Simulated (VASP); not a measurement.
Sr2Rh, 3 atoms in the cell. The structure is cubic, space group Fm-3m (No. 225). Conventional cell: a = 7.302 Å, b = 7.302 Å, c = 7.302 Å, α = 90.00°, β = 90.00°, γ = 90.00°. Within 4.2 Å of Sr (site symmetry -43m) lie 4 Rh at 3.16 Å and 6 Sr at 3.65 Å. Within 4.2 Å of Rh (site symmetry m-3m) lie 8 Sr at 3.16 Å. 

* Program: VASP 6.6.1
* Task: single point
* Functional: r2SCAN
* Potentials or basis: VASP PAW PBE potentials, release 64 (Sr_sv, Rh_pv)
* Cutoff: 520 eV
* k mesh: 7 × 7 × 7
* Occupations: fermi-dirac, width 0.1 eV
* Spin: no spin polarisation
* Dipole correction: no
* Further INCAR settings: ALGO = Normal; EDIFF = 1e-07; NBANDS = 24

Potentials or basis: VASP PAW PBE potentials, release 64 (Sr_sv, Rh_pv).

Launch:

```sh
$ cat potpaw_PBE.64/Sr_sv/POTCAR potpaw_PBE.64/Rh_pv/POTCAR > POTCAR
$ cp INCAR.step1 INCAR
$ mpirun -np 1 vasp_std > vasp.out
$ cp INCAR.step2 INCAR
$ mpirun -np 1 vasp_std > vasp.out
```

Hardware: 1 thread of Intel(R) Xeon(R) 6975P-C (Granite Rapids) (shared host).

Task: How long does it take, and how much memory?

Result: It took 2.1 min on 1 thread of Intel(R) Xeon(R) 6975P-C (Granite Rapids), with other jobs on the host, peak memory 0.28 GiB. Counts: k points 20.
